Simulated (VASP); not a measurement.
# Al2O3 (R-3c) in VASP: further runs

The runs below take Al2O3 through single point, with PBE.

All numbers are computed with VASP 6.6.1; they aren't measurements. Logs are shortened: lines on timing, memory, paths and dates and some standing lists are left out, and cuts for length are marked.

### Step 1. The cell of the first run

The structure is trigonal, space group R-3c (No. 167). Conventional cell: a = 4.612 Å, b = 4.612 Å, c = 14.263 Å, α = 90.00°, β = 90.00°, γ = 120.00°. Al (site symmetry 3) has 6 O at 1.85 to 2.03 Å within 2.5 Å. Within 2.5 Å of O (site symmetry 2) lie 4 Al at 1.85 to 2.03 Å and 2 O at 2.45 Å.

### Step 2. Single point, PBE (c/a of the conventional cell at fixed volume 3.0928)

File INCAR:

```
SYSTEM = Al2O3
  ALGO = Normal
  EDIFF = 1E-6
  ENCUT = 520
  GGA = PE
  ISIF = 2
  ISMEAR = 0
  LASPH = .True.
  LCHARG = .False.
  LREAL = .False.
  LWAVE = .False.
  NBANDS = 35
  NELM = 100
  PREC = Accurate
  SIGMA = 0.05
```

File KPOINTS:

```
k-points
0
Gamma
  6 6 6
  0 0 0
```

File POSCAR:

```
Al2O3
1.0
    2.3058545897      1.3312857681      4.7543647167
   -2.3058545897      1.3312857681      4.7543647167
    0.0000000000     -2.6625715361      4.7543647167
Al O
4 6
Direct
    0.8521293568      0.8521293568      0.8521293568
    0.6478706432      0.6478706432      0.6478706432
    0.1478706432      0.1478706432      0.1478706432
    0.3521293568      0.3521293568      0.3521293568
    0.0561574040      0.4438425960      0.7500000000
    0.7500000000      0.0561574040      0.4438425960
    0.4438425960      0.7500000000      0.0561574040
    0.9438425960      0.5561574040      0.2500000000
    0.2500000000      0.9438425960      0.5561574040
    0.5561574040      0.2500000000      0.9438425960
```

Potentials or basis: VASP PAW PBE potentials, release 64 (Al, O).

On the command line:

```bash
$ cat potpaw_PBE.64/Al/POTCAR potpaw_PBE.64/O/POTCAR > POTCAR
$ mpirun -np 1 vasp_std > vasp.out
```

OUTCAR:

```text
SYSTEM = Al2O3
   EDIFF = 1E-6
   ENCUT = 520
   GGA = PE
   ISIF = 2
   ISMEAR = 0
   LASPH = .True.
   LREAL = .False.
   NELM = 100
   PREC = Accurate

 ion  position               nearest neighbor table
   1  0.852  0.852  0.852-   8 1.85   9 1.85  10 1.85   6 2.03   5 2.03   7 2.03   3 2.72   3 2.72
                             3 2.72   2 2.91   2 3.24   2 3.24   2 3.24
   2  0.648  0.648  0.648-   8 1.85  10 1.85   9 1.85   7 2.03   5 2.03   6 2.03   4 2.72   4 2.72
                             4 2.72   1 2.91   1 3.24   1 3.24   1 3.24
   3  0.148  0.148  0.148-   5 1.85   6 1.85   7 1.85   9 2.03   8 2.03  10 2.03   1 2.72   1 2.72
                             1 2.72   4 2.91   4 3.24   4 3.24   4 3.24
   4  0.352  0.352  0.352-   5 1.85   7 1.85   6 1.85  10 2.03   8 2.03   9 2.03   2 2.72   2 2.72
                             2 2.72   3 2.91   3 3.24   3 3.24   3 3.24
   5  0.056  0.444  0.750-   3 1.85   4 1.85   1 2.03   2 2.03
   6  0.750  0.056  0.444-   3 1.85   4 1.85   1 2.03   2 2.03
   7  0.444  0.750  0.056-   4 1.85   3 1.85   2 2.03   1 2.03
   8  0.944  0.556  0.250-   1 1.85   2 1.85   3 2.03   4 2.03
   9  0.250  0.944  0.556-   1 1.85   2 1.85   3 2.03   4 2.03
  10  0.556  0.250  0.944-   2 1.85   1 1.85   4 2.03   3 2.03

  LATTYP: Found a trigonal (rhomboedric) cell.
 ALAT       =     5.4491532411
 COS(alpha) =     0.6418740542

  Lattice vectors:

 A1 = (   2.3058545897,   1.3312857681,   4.7543647167)
 A2 = (  -2.3058545897,   1.3312857681,   4.7543647167)
 A3 = (   0.0000000000,  -2.6625715361,   4.7543647167)

Analysis of symmetry for initial positions (statically):
=====================================================================
 Subroutine PRICEL returns:
 Original cell was already a primitive cell.

 Routine SETGRP: Setting up the symmetry group for a
 trigonal (rhombohedral) supercell.

 Subroutine GETGRP returns: Found 12 space group operations
 (whereof  6 operations were pure point group operations)
 out of a pool of 12 trial point group operations.

The static configuration has the point symmetry S_6 .
 The point group associated with its full space group is D_3d.

Analysis of symmetry for dynamics (positions and initial velocities):
=====================================================================
 Subroutine PRICEL returns:
 Original cell was already a primitive cell.

 Routine SETGRP: Setting up the symmetry group for a
 trigonal (rhombohedral) supercell.

 Subroutine GETGRP returns: Found 12 space group operations
 (whereof  6 operations were pure point group operations)
 out of a pool of 12 trial point group operations.

The dynamic configuration has the point symmetry S_6 .
 The point group associated with its full space group is D_3d.

 Subroutine INISYM returns: Found 12 space group operations
 (whereof  6 operations are pure point group operations),
 and found     1 'primitive' translations

----------------------------------------------------------------------------------------

                                     Primitive cell

  volume of cell :      87.5683

  direct lattice vectors                    reciprocal lattice vectors
     2.305854590  1.331285768  4.754364717     0.216839345  0.125192254  0.070111014
    -2.305854590  1.331285768  4.754364717    -0.216839345  0.125192254  0.070111014
     0.000000000 -2.662571536  4.754364717     0.000000000 -0.250384509  0.070111014

  length of vectors
     5.449153241  5.449153241  5.449153241     0.260015301  0.260015301  0.260015301

  position of ions in fractional coordinates (direct lattice)
     0.852129357  0.852129357  0.852129357
     0.647870643  0.647870643  0.647870643
     0.147870643  0.147870643  0.147870643
     0.352129357  0.352129357  0.352129357
     0.056157404  0.443842596  0.750000000
     0.750000000  0.056157404  0.443842596
     0.443842596  0.750000000  0.056157404
     0.943842596  0.556157404  0.250000000
     0.250000000  0.943842596  0.556157404
     0.556157404  0.250000000  0.943842596

  ion indices of the primitive-cell ions
   primitive index   ion index
                 1           1
                 2           2
                 3           3
                 4           4
                 5           5
                 6           6
                 7           7
                 8           8
                 9           9
                10          10

----------------------------------------------------------------------------------------

 KPOINTS: k-points

Automatic generation of k-mesh.
 Grid dimensions read from file:
 generate k-points for:    6    6    6

 Generating k-lattice:

  Cartesian coordinates                     Fractional coordinates (reciprocal lattice)
     0.036139891  0.020865376  0.011685169     0.166666667  0.000000000  0.000000000
    -0.036139891  0.020865376  0.011685169     0.000000000  0.166666667  0.000000000
     0.000000000 -0.041730751  0.011685169     0.000000000  0.000000000  0.166666667

  Length of vectors
     0.043335883  0.043335883  0.043335883

  Shift w.r.t. Gamma in fractional coordinates (k-lattice)
     0.000000000  0.000000000  0.000000000

 Subroutine IBZKPT returns following result:
 ===========================================

 Found     32 irreducible k-points:

 Following reciprocal coordinates:
            Coordinates               Weight
  0.000000  0.000000  0.000000      1.000000
  0.166667  0.000000  0.000000      6.000000
  0.333333  0.000000  0.000000      6.000000
  0.500000  0.000000  0.000000      3.000000
  0.166667  0.166667  0.000000      6.000000
  0.333333  0.166667  0.000000     12.000000
[... 16 lines left out ...]
  0.500000  0.500000  0.166667      6.000000
 -0.333333  0.500000  0.166667     12.000000
 [... further k-points ...]
   k-points           NKPTS =     32   k-points in BZ     NKDIM =     32   number of bands    NBANDS=     35
   number of dos      NEDOS =    301   number of ions     NIONS =     10
   total plane-waves  NPLWV =  74088
   dimension x,y,z NGX =    42 NGY =   42 NGZ =   42
   dimension x,y,z NGXF=    84 NGYF=   84 NGZF=   84
   ions per type =               4   6
   NGX,Y,Z   is equivalent  to a cutoff of  12.81, 12.81, 12.81 a.u.
   NGXF,Y,Z  is equivalent  to a cutoff of  25.63, 25.63, 25.63 a.u.
 SYSTEM =  Al2O3
   PREC   = accura    normal or accurate (medium, high low for compatibility)
   ISTART =      0    job   : 0-new  1-cont  2-samecut
   ICHARG =      2    charge: 1-file 2-atom 10-const
   ISPIN  =      1    spin polarized calculation?
   LNONCOLLINEAR =      F non collinear calculations
   LSORBIT =      F    spin-orbit coupling
   LASPH  =      T    aspherical Exc in radial PAW
   ENCUT  =  520.0 eV  38.22 Ry    6.18 a.u.  10.13 10.13 10.13*2*pi/ulx,y,z
   NELM   =    100;   NELMIN=  2; NELMDL= -5     # of ELM steps
   EDIFF  = 0.1E-05   stopping-criterion for ELM
   LREAL  =      F    real-space projection
   EDIFFG = 0.1E-04   stopping-criterion for IOM
   NSW    =      0    number of steps for IOM
   IBRION =     -1    ionic relax: 0-MD 1-quasi-New 2-CG
   NFREE  =      0    steps in history (QN), initial steepest desc. (CG)
   ISIF   =      2    stress and relaxation
   ISYM   =      2    0-nonsym 1-usesym 2-fastsym
   POTIM  = 0.5000    time-step for ionic-motion
   TEBEG  =    0.0;   TEEND  =   0.0 temperature during run
   PSTRESS=    0.0 pullay stress
   NELECT =      48.0000    total number of electrons
   NUPDOWN=      -1.0000    fix difference up-down
   EMIN   =  10.00;   EMAX   =-10.00  energy-range for DOS
   EFERMI =   0.00;   METHOD = LEGACY
   ISMEAR =     0;   SIGMA  =   0.05  broadening in eV -4-tet -1-fermi 0-gaus
   EFERMI_NEDOS =   21; number of points for ismear=-14 and -15
   IALGO  =     38    algorithm
   IMIX   =      4    mixing-type and parameters
     AMIX     =   0.40;   BMIX     =  1.00
     AMIX_MAG =   1.60;   BMIX_MAG =  1.00
  volume/ion in A,a.u.               =       8.76        59.09
  Fermi-wavevector in a.u.,A,eV,Ry     =   1.339799  2.531853 24.423286  1.795061
  Thomas-Fermi vector in A             =   2.468162
   LORBIT       =      0    0 simple, 1 ext, 2 COOP (PROOUT), +10 PAW based schemes
   GGA     = PE    functional components
   LHFCALC =     F    Hartree Fock is set to
   AEXX    =    0.0000 exact exchange contribution
   IVDW    =     0    specifies the selected vdW correction
   LEPSILON=     F    determine dielectric tensor
   LRPA    =     F    only Hartree local field effects (RPA)
 non-spin polarized calculation
 Gauss-broadening in eV      SIGMA  =   0.05
  energy-cutoff  :      520.00
  volume of cell :       87.57
 maximum number of plane-waves:      2378
 NGX is ok and might be reduce to    42
   NGX = 21   NGY = 21   NGZ = 21

 number of electron      47.9999990 magnetization

 Free energy of the ion-electron system (eV)
  ---------------------------------------------------
  ext. energy  EPLUGINS =         0.00000000
  ---------------------------------------------------
  free energy    TOTEN  =       -73.64719250 eV

  energy without entropy =      -73.64719250  energy(sigma->0) =      -73.64719250

 E-fermi :   6.5512     XC(G=0): -11.5362

 val. band max:        6.2480451069   @ k =   0.0000   0.0000   0.0000
 cond. band min:      11.3415918798   @ k =   0.0000   0.0000   0.0000
 fundamental gap:      5.0935467729
 Fermi energy:         6.5512258276

 k-point     1 :       0.0000    0.0000    0.0000
  band No.  band energies     occupation
      1     -13.2095      2.00000
      2     -11.4600      2.00000
      3     -10.5366      2.00000
      4     -10.5366      2.00000
      5     -10.3118      2.00000
      6     -10.3118      2.00000
[... 27 lines left out ...]
     34      19.0977      0.00000
     35      19.5669      0.00000

 k-point     2 :       0.1667    0.0000    0.0000
  band No.  band energies     occupation
      1     -13.0606      2.00000
      2     -11.4074      2.00000
      3     -10.7073      2.00000
      4     -10.5815      2.00000
      5     -10.3856      2.00000
      6     -10.3592      2.00000
[... 27 lines left out ...]
     34      18.8667      0.00000
     35      19.1748      0.00000

 k-point     3 :       0.3333    0.0000    0.0000
  band No.  band energies     occupation
      1     -12.6388      2.00000
      2     -11.4562      2.00000
      3     -10.9748      2.00000
      4     -10.6450      2.00000
      5     -10.5308      2.00000
      6     -10.5281      2.00000
[... 27 lines left out ...]
     34      18.7069      0.00000
     35      19.0290      0.00000

 k-point     4 :       0.5000    0.0000    0.0000
  band No.  band energies     occupation
      1     -12.0301      2.00000
      2     -12.0301      2.00000
      3     -10.7911      2.00000
      4     -10.7911      2.00000
      5     -10.6337      2.00000
      6     -10.6337      2.00000
[... 27 lines left out ...]
     34      18.5215      0.00000
     35      19.3119      0.00000

 k-point     5 :       0.1667    0.1667    0.0000
  band No.  band energies     occupation
      1     -13.0304      2.00000
      2     -11.4513      2.00000
      3     -10.6438      2.00000
      4     -10.6255      2.00000
      5     -10.4504      2.00000
      6     -10.3243      2.00000
[... 638 lines left out ...]
 k-point    22 :      -0.1667    0.3333    0.1667
  band No.  band energies     occupation
      1     -12.2990      2.00000
      2     -11.4473      2.00000
      3     -10.9801      2.00000
      4     -10.9381      2.00000
      5     -10.8143      2.00000
      6     -10.4769      2.00000
[... 27 lines left out ...]
     34      18.6008      0.00000
     35      19.1389      0.00000

 k-point    23 :       0.5000    0.5000    0.1667
  band No.  band energies     occupation
      1     -12.2739      2.00000
      2     -11.7395      2.00000
      3     -11.1077      2.00000
      4     -10.8109      2.00000
      5     -10.6449      2.00000
      6     -10.3474      2.00000
[... 27 lines left out ...]
     34      19.0098      0.00000
     35      19.3648      0.00000

 k-point    24 :      -0.3333    0.5000    0.1667
  band No.  band energies     occupation
      1     -11.9532      2.00000
      2     -11.6522      2.00000
      3     -11.2984      2.00000
      4     -11.0447      2.00000
      5     -10.6605      2.00000
      6     -10.4200      2.00000
[... 27 lines left out ...]
     34      18.9422      0.00000
     35      19.0882      0.00000

 [... further k-points ...]
[... 5 lines left out ...]
  --------------------------------------------------------------------------------------
  -------------------------------------------------------------------------------------
  Total       10.8053821     10.8053821    -17.6108781      0.0000000     -0.0000000     -0.0000000
  in kB      197.6986769    197.6986769   -322.2141764      0.0000000     -0.0000000     -0.0000000
  external PRESSURE =      24.3943925 kB  Pullay stress =       0.0000000 kB

 VOLUME and BASIS-vectors are now :
 -----------------------------------------------------------------------------
  energy-cutoff  :      520.00
  volume of cell :       87.57
      direct lattice vectors                 reciprocal lattice vectors
     2.305854590  1.331285768  4.754364717     0.216839345  0.125192254  0.070111014
    -2.305854590  1.331285768  4.754364717    -0.216839345  0.125192254  0.070111014
     0.000000000 -2.662571536  4.754364717     0.000000000 -0.250384509  0.070111014

 POSITION                                       TOTAL-FORCE (eV/Angst)
 -----------------------------------------------------------------------------------
      0.00000      0.00000     12.15400         0.000000     -0.000000     -0.467406
      0.00000      0.00000      9.24064         0.000000      0.000000      0.467406
      0.00000      0.00000      2.10909         0.000000      0.000000      0.467406
      0.00000      0.00000      5.02245         0.000000     -0.000000     -0.467406
     -0.89395     -1.33129      5.94296         0.324134     -0.000000      0.000000
      1.59990     -0.10854      5.94296        -0.162067      0.280708      0.000000
     -0.70595      1.43982      5.94296        -0.162067     -0.280708      0.000000
      0.89395      1.33129      8.32014        -0.324134     -0.000000      0.000000
     -1.59990      0.10854      8.32014         0.162067     -0.280708      0.000000
      0.70595     -1.43982      8.32014         0.162067      0.280708      0.000000
 -----------------------------------------------------------------------------------
    total drift:                                0.000000      0.000000     -0.000000

  FREE ENERGIE OF THE ION-ELECTRON SYSTEM (eV)
  ---------------------------------------------------
  free  energy   TOTEN  =       -73.6471925030 eV

  energy  without entropy=      -73.6471925030  energy(sigma->0) =      -73.64719250
```

Wall time 82 s (1 thread of AMD EPYC 9R45 (Zen 5), shared host); peak memory 0.24 GiB.

What came out:

```
Free energy            : -73.6472 eV
Pressure               : 2.4 GPa
Largest force          : 0.467 eV/Å
Band gap on the k mesh : 5.09 eV, direct
```

Forces on the atoms (eV/Å):
```
Al   0.000  0.000 -0.467
Al   0.000  0.000  0.467
Al   0.000  0.000  0.467
Al   0.000  0.000 -0.467
O    0.324  0.000  0.000
O   -0.162  0.281  0.000
O   -0.162 -0.281  0.000
O   -0.324  0.000  0.000
O    0.162 -0.281  0.000
O    0.162  0.281  0.000
```

### Step 3. Single point, PBE (c/a of the conventional cell at fixed volume 3.0928)

File INCAR:

```
SYSTEM = Al2O3
PREC     = Accurate       ! precision mode
ENCUT    = 520            ! plane-wave cutoff, eV
EDIFF    = 1E-7           ! SCF threshold, eV
ISMEAR   = 0              ! smearing method
SIGMA    = 0.05           ! smearing width, eV
LREAL    = .FALSE.        ! projectors in reciprocal space
LASPH    = .TRUE.         ! aspherical terms in the spheres
NELM     = 60             ! most SCF steps
ALGO     = Normal         ! electronic algorithm
ISIF     = 2              ! what is computed and relaxed
LWAVE    = .FALSE.        ! write WAVECAR
LCHARG   = .TRUE.         ! write CHGCAR
GGA      = PE             ! functional
LELF     = .TRUE.         ! ELF
LVHAR    = .TRUE.       
NBANDS   = 35             ! bands
```

File KPOINTS:

```
Automatic mesh
0
G
  6 6 6
  0 0 0
```

POSCAR: that of step 2 with these lines changed.

```diff
@@ -8,6 +8,6 @@
 Direct
-    0.8521293568      0.8521293568      0.8521293568
-    0.6478706432      0.6478706432      0.6478706432
-    0.1478706432      0.1478706432      0.1478706432
-    0.3521293568      0.3521293568      0.3521293568
+    0.8597505612      0.8597505612      0.8597505612
+    0.6402494388      0.6402494388      0.6402494388
+    0.1402494388      0.1402494388      0.1402494388
+    0.3597505612      0.3597505612      0.3597505612
     0.0561574040      0.4438425960      0.7500000000
```

Potentials or basis: VASP PAW PBE potentials, release 64 (Al, O).

On the command line:

```bash
$ cat potpaw_PBE.64/Al/POTCAR potpaw_PBE.64/O/POTCAR > POTCAR
$ mpirun -np 1 vasp_std > vasp.out
```

Run time: 90 s. Hardware: 1 thread of AMD EPYC 9R45 (Zen 5), shared host; peak memory 0.24 GiB.

It converged, with:

```yaml
Free_energy: -73.1842 eV
Pressure: 7.1 GPa
Largest_force: 1.633 eV/Å
Band_gap_on_the_k_mesh: 5.06 eV, direct
```

Forces on the atoms (eV/Å):
```
Al   0.000  0.000 -1.633
Al   0.000  0.000  1.633
Al   0.000  0.000  1.633
Al   0.000  0.000 -1.633
O    0.029  0.000  0.000
O   -0.015  0.025  0.000
O   -0.015 -0.025  0.000
O   -0.029  0.000  0.000
O    0.015 -0.025  0.000
O    0.015  0.025  0.000
```

Stress tensor (GPa, compression positive):
```
 24.89   0.00   0.00
  0.00  24.89   0.00
  0.00   0.00 -28.34
```

Levels at points of the mesh, in eV from the valence-band top:
| k point | band 21 | band 22 | band 23 | band 24 | band 25 | band 26 | band 27 | band 28 |
| --- | --- | --- | --- | --- | --- | --- | --- | --- |
| (0.00, 0.00, 0.00) | -0.49 | -0.49 | 0.00 | 0.00 | 5.06 | 9.12 | 9.61 | 9.61 |
| (0.50, 0.00, 0.00) | -1.27 | -1.27 | -0.69 | -0.69 | 7.89 | 7.89 | 8.55 | 8.55 |
| (0.50, 0.50, 0.00) | -1.33 | -1.24 | -0.98 | -0.75 | 8.23 | 8.61 | 9.38 | 9.64 |
| (0.50, 0.50, 0.50) | -0.27 | -0.27 | -0.27 | -0.27 | 8.17 | 8.17 | 9.55 | 9.55 |

Caveat: forces of over 1 eV/Å act on the atoms, so gaps and moduli don't describe the material at rest.

(Continued in part 2 of 2.)
